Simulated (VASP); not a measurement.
# As3P2 (R-3m) in VASP: single point with PBE

Aim: the single point of As3P2 with PBE.

Everything below comes from runs of VASP 6.6.1. Logs are shortened: lines on timing, memory, paths and dates and some standing lists are left out, and cuts for length are marked.

### Step 1. The cell of the first run

The structure is trigonal, space group R-3m (No. 166). Conventional cell: a = 3.714 Å, b = 3.714 Å, c = 22.897 Å, α = 90.00°, β = 90.00°, γ = 120.00°. P (site symmetry 3m) has 6 As at 2.60 to 2.62 Å within 3.4 Å. Within 3.5 Å of As (site symmetry -3m) lie 6 P at 2.62 Å. Within 3.4 Å of As (site symmetry 3m) lie 3 P at 2.60 Å and 3 As at 2.74 Å.

### Step 2. Single point, PBE

Input file INCAR:

```
PREC = Accurate
ENCUT = 520
EDIFF = 1E-6
ISMEAR = 0
SIGMA = 0.1
LREAL = False
LASPH = True
NELM = 60
ALGO = Normal
ISIF = 2
LWAVE = False
LCHARG = False
GGA = PE
NBANDS = 20
```

Input file KPOINTS:

```
regular mesh
0
Gamma
  6 6 6
```

Input file POSCAR:

```
As3P2
1.0
    1.8570667203      1.0721779709      7.6322261648
   -1.8570667203      1.0721779709      7.6322261648
    0.0000000000     -2.1443559418      7.6322261648
P As
2 3
Direct
    0.3989643405      0.3989643405      0.3989643405
    0.6010356595      0.6010356595      0.6010356595
    0.0000000000      0.0000000000      0.0000000000
    0.2038691754      0.2038691754      0.2038691754
    0.7961308246      0.7961308246      0.7961308246
```

Potentials or basis: VASP PAW PBE potentials, release 64 (P, As).

Run with:

```console
> cat potpaw_PBE.64/P/POTCAR potpaw_PBE.64/As/POTCAR > POTCAR
> mpirun -np 1 vasp_std > vasp.out
```

OUTCAR:

```text
PREC = Accurate
   ENCUT = 520
   EDIFF = 1E-6
   ISMEAR = 0
   LREAL = False
   LASPH = True
   NELM = 60
   ISIF = 2
   GGA = PE

 ion  position               nearest neighbor table
   1  0.399  0.399  0.399-   5 2.60   5 2.60   5 2.60   3 2.62   3 2.62   3 2.62
   2  0.601  0.601  0.601-   4 2.60   4 2.60   4 2.60   3 2.62   3 2.62   3 2.62
   3  0.000  0.000  0.000-   2 2.62   2 2.62   1 2.62   1 2.62   2 2.62   1 2.62
   4  0.204  0.204  0.204-   2 2.60   2 2.60   2 2.60   5 2.74   5 2.74   5 2.74
   5  0.796  0.796  0.796-   1 2.60   1 2.60   1 2.60   4 2.74   4 2.74   4 2.74

  LATTYP: Found a trigonal (rhomboedric) cell.
 ALAT       =     7.9277448644
 COS(alpha) =     0.8902547631

  Lattice vectors:

 A1 = (   1.8570667203,   1.0721779709,   7.6322261648)
 A2 = (  -1.8570667203,   1.0721779709,   7.6322261648)
 A3 = (   0.0000000000,  -2.1443559418,   7.6322261648)

Analysis of symmetry for initial positions (statically):
=====================================================================
 Subroutine PRICEL returns:
 Original cell was already a primitive cell.

 Routine SETGRP: Setting up the symmetry group for a
 trigonal (rhombohedral) supercell.

 Subroutine GETGRP returns: Found 12 space group operations
 (whereof 12 operations were pure point group operations)
 out of a pool of 12 trial point group operations.

The static configuration has the point symmetry D_3d.

Analysis of symmetry for dynamics (positions and initial velocities):
=====================================================================
 Subroutine PRICEL returns:
 Original cell was already a primitive cell.

 Routine SETGRP: Setting up the symmetry group for a
 trigonal (rhombohedral) supercell.

 Subroutine GETGRP returns: Found 12 space group operations
 (whereof 12 operations were pure point group operations)
 out of a pool of 12 trial point group operations.

The dynamic configuration has the point symmetry D_3d.

 Subroutine INISYM returns: Found 12 space group operations
 (whereof 12 operations are pure point group operations),
 and found     1 'primitive' translations

----------------------------------------------------------------------------------------

                                     Primitive cell

  volume of cell :      91.1794

  direct lattice vectors                    reciprocal lattice vectors
     1.857066720  1.072177971  7.632226165     0.269241807  0.155446830  0.043674457
    -1.857066720  1.072177971  7.632226165    -0.269241807  0.155446830  0.043674457
     0.000000000 -2.144355942  7.632226165     0.000000000 -0.310893660  0.043674457

  length of vectors
     7.927744864  7.927744864  7.927744864     0.313946374  0.313946374  0.313946374

  position of ions in fractional coordinates (direct lattice)
     0.398964341  0.398964341  0.398964341
     0.601035659  0.601035659  0.601035659
     0.000000000  0.000000000  0.000000000
     0.203869175  0.203869175  0.203869175
     0.796130825  0.796130825  0.796130825

  ion indices of the primitive-cell ions
   primitive index   ion index
                 1           1
                 2           2
                 3           3
                 4           4
                 5           5

----------------------------------------------------------------------------------------

 KPOINTS: regular mesh

Automatic generation of k-mesh.
 Grid dimensions read from file:
 generate k-points for:    6    6    6

 Generating k-lattice:

  Cartesian coordinates                     Fractional coordinates (reciprocal lattice)
     0.044873635  0.025907805  0.007279076     0.166666667  0.000000000 -0.000000000
    -0.044873635  0.025907805  0.007279076     0.000000000  0.166666667 -0.000000000
     0.000000000 -0.051815610  0.007279076    -0.000000000 -0.000000000  0.166666667

  Length of vectors
     0.052324396  0.052324396  0.052324396

  Shift w.r.t. Gamma in fractional coordinates (k-lattice)
     0.000000000  0.000000000  0.000000000

 Subroutine IBZKPT returns following result:
 ===========================================

 Found     32 irreducible k-points:

 Following reciprocal coordinates:
            Coordinates               Weight
  0.000000  0.000000  0.000000      1.000000
  0.166667 -0.000000  0.000000      6.000000
  0.333333  0.000000  0.000000      6.000000
  0.500000 -0.000000  0.000000      3.000000
  0.166667  0.166667  0.000000      6.000000
  0.333333  0.166667  0.000000     12.000000
[... 16 lines left out ...]
  0.500000  0.500000  0.166667      6.000000
 -0.333333  0.500000  0.166667     12.000000
 [... further k-points ...]
   k-points           NKPTS =     32   k-points in BZ     NKDIM =     32   number of bands    NBANDS=     20
   number of dos      NEDOS =    301   number of ions     NIONS =      5
   total plane-waves  NPLWV = 216000
   dimension x,y,z NGX =    60 NGY =   60 NGZ =   60
   dimension x,y,z NGXF=   120 NGYF=  120 NGZF=  120
   ions per type =               2   3
   NGX,Y,Z   is equivalent  to a cutoff of  12.58, 12.58, 12.58 a.u.
   NGXF,Y,Z  is equivalent  to a cutoff of  25.16, 25.16, 25.16 a.u.
 SYSTEM =  unknown system
   PREC   = accura    normal or accurate (medium, high low for compatibility)
   ISTART =      0    job   : 0-new  1-cont  2-samecut
   ICHARG =      2    charge: 1-file 2-atom 10-const
   ISPIN  =      1    spin polarized calculation?
   LNONCOLLINEAR =      F non collinear calculations
   LSORBIT =      F    spin-orbit coupling
   LASPH  =      T    aspherical Exc in radial PAW
   ENCUT  =  520.0 eV  38.22 Ry    6.18 a.u.  14.74 14.74 14.74*2*pi/ulx,y,z
   NELM   =     60;   NELMIN=  2; NELMDL= -5     # of ELM steps
   EDIFF  = 0.1E-05   stopping-criterion for ELM
   LREAL  =      F    real-space projection
   EDIFFG = 0.1E-04   stopping-criterion for IOM
   NSW    =      0    number of steps for IOM
   IBRION =     -1    ionic relax: 0-MD 1-quasi-New 2-CG
   NFREE  =      0    steps in history (QN), initial steepest desc. (CG)
   ISIF   =      2    stress and relaxation
   ISYM   =      2    0-nonsym 1-usesym 2-fastsym
   POTIM  = 0.5000    time-step for ionic-motion
   TEBEG  =    0.0;   TEEND  =   0.0 temperature during run
   PSTRESS=    0.0 pullay stress
   NELECT =      25.0000    total number of electrons
   NUPDOWN=      -1.0000    fix difference up-down
   EMIN   =  10.00;   EMAX   =-10.00  energy-range for DOS
   EFERMI =   0.00;   METHOD = LEGACY
   ISMEAR =     0;   SIGMA  =   0.10  broadening in eV -4-tet -1-fermi 0-gaus
   EFERMI_NEDOS =   21; number of points for ismear=-14 and -15
   IALGO  =     38    algorithm
   IMIX   =      4    mixing-type and parameters
     AMIX     =   0.40;   BMIX     =  1.00
     AMIX_MAG =   1.60;   BMIX_MAG =  1.00
  volume/ion in A,a.u.               =      18.24       123.06
  Fermi-wavevector in a.u.,A,eV,Ry     =   1.063545  2.009809 15.389931  1.131128
  Thomas-Fermi vector in A             =   2.199033
   LORBIT       =      0    0 simple, 1 ext, 2 COOP (PROOUT), +10 PAW based schemes
   GGA     = PE    functional components
   LHFCALC =     F    Hartree Fock is set to
   AEXX    =    0.0000 exact exchange contribution
   IVDW    =     0    specifies the selected vdW correction
   LEPSILON=     F    determine dielectric tensor
   LRPA    =     F    only Hartree local field effects (RPA)
 non-spin polarized calculation
 Gauss-broadening in eV      SIGMA  =   0.10
  energy-cutoff  :      520.00
  volume of cell :       91.18
 maximum number of plane-waves:      2482
   NGX = 29   NGY = 29   NGZ = 29

 number of electron      25.0000000 magnetization

 Free energy of the ion-electron system (eV)
  ---------------------------------------------------
  ext. energy  EPLUGINS =         0.00000000
  ---------------------------------------------------
  free energy    TOTEN  =       -23.95027279 eV

  energy without entropy =      -23.94071993  energy(sigma->0) =      -23.94549636

 E-fermi :   6.8620     XC(G=0): -10.5961

 val. band max:        6.8609390160   @ k =   0.5000   0.3333   0.0000
 cond. band min:       6.9109058373   @ k =   0.5000   0.5000   0.5000
 fundamental gap:      0.0499668213
 Fermi energy:         6.8620150319

 k-point     1 :       0.0000    0.0000    0.0000
  band No.  band energies     occupation
      1      -8.3955      2.00000
      2      -6.1638      2.00000
      3      -6.0563      2.00000
      4      -0.0589      2.00000
      5       0.2081      2.00000
      6       4.8098      2.00000
[... 12 lines left out ...]
     19      11.1114      0.00000
     20      11.1543      0.00000

 k-point     2 :       0.1667   -0.0000    0.0000
  band No.  band energies     occupation
      1      -8.0273      2.00000
      2      -6.0459      2.00000
      3      -5.5309      2.00000
      4      -0.7970      2.00000
      5       0.1918      2.00000
      6       3.0012      2.00000
[... 12 lines left out ...]
     19      10.3811      0.00000
     20      11.0302      0.00000

 k-point     3 :       0.3333    0.0000    0.0000
  band No.  band energies     occupation
      1      -6.9367      2.00000
      2      -5.4590      2.00000
      3      -4.3529      2.00000
      4      -2.8628      2.00000
      5      -0.7817      2.00000
      6       0.7304      2.00000
[... 12 lines left out ...]
     19      11.8687      0.00000
     20      12.4629      0.00000

 k-point     4 :       0.5000   -0.0000    0.0000
  band No.  band energies     occupation
      1      -5.2653      2.00000
      2      -5.0969      2.00000
      3      -4.9877      2.00000
      4      -2.7043      2.00000
      5      -2.4845      2.00000
      6      -0.4630      2.00000
[... 429 lines left out ...]
 k-point    23 :       0.5000    0.5000    0.1667
  band No.  band energies     occupation
      1      -6.6764      2.00000
      2      -6.1254      2.00000
      3      -3.9324      2.00000
      4      -1.9619      2.00000
      5      -1.7577      2.00000
      6       0.4989      2.00000
[... 12 lines left out ...]
     19      11.9719      0.00000
     20      12.1803      0.00000

 k-point    24 :      -0.3333    0.5000    0.1667
  band No.  band energies     occupation
      1      -5.6262      2.00000
      2      -5.2891      2.00000
      3      -4.1766      2.00000
      4      -2.8802      2.00000
      5      -2.5371      2.00000
      6       1.0119      2.00000
[... 12 lines left out ...]
     19      12.8266      0.00000
     20      13.1982      0.00000

 [... further k-points ...]
[... 5 lines left out ...]
  --------------------------------------------------------------------------------------
  -------------------------------------------------------------------------------------
  Total        0.0692739      0.0692739     -0.0289263      0.0000000      0.0000000      0.0000000
  in kB        1.2172601      1.2172601     -0.5082844      0.0000000      0.0000000      0.0000000
  external PRESSURE =       0.6420786 kB  Pullay stress =       0.0000000 kB

 VOLUME and BASIS-vectors are now :
 -----------------------------------------------------------------------------
  energy-cutoff  :      520.00
  volume of cell :       91.18
      direct lattice vectors                 reciprocal lattice vectors
     1.857066720  1.072177971  7.632226165     0.269241807  0.155446830  0.043674457
    -1.857066720  1.072177971  7.632226165    -0.269241807  0.155446830  0.043674457
     0.000000000 -2.144355942  7.632226165     0.000000000 -0.310893660  0.043674457

 POSITION                                       TOTAL-FORCE (eV/Angst)
 -----------------------------------------------------------------------------------
      0.00000      0.00000      9.13496        -0.000000      0.000000      0.026705
      0.00000      0.00000     13.76172        -0.000000     -0.000000     -0.026705
      0.00000      0.00000      0.00000         0.000000      0.000000      0.000000
      0.00000      0.00000      4.66793        -0.000000     -0.000000     -0.004716
      0.00000      0.00000     18.22875        -0.000000      0.000000      0.004716
 -----------------------------------------------------------------------------------
    total drift:                                0.000000      0.000000      0.000000

  FREE ENERGIE OF THE ION-ELECTRON SYSTEM (eV)
  ---------------------------------------------------
  free  energy   TOTEN  =       -23.9502727939 eV

  energy  without entropy=      -23.9407199332  energy(sigma->0) =      -23.94549636
```

Wall time 2.9 min (1 thread of Intel Xeon Platinum 8259CL at 2.50GHz (Skylake/Cascade Lake), shared host); peak memory 0.47 GiB.

Results:

* Free energy: -23.9503 eV
* Pressure: 0.1 GPa
* Largest force: 0.027 eV/Å

Forces on the atoms (eV/Å):
```
P    0.000  0.000  0.027
P    0.000  0.000 -0.027
As   0.000  0.000  0.000
As   0.000  0.000 -0.005
As   0.000  0.000  0.005
```

Stress tensor (GPa, compression positive):
```
 0.12  0.00  0.00
 0.00  0.12  0.00
 0.00  0.00 -0.05
```
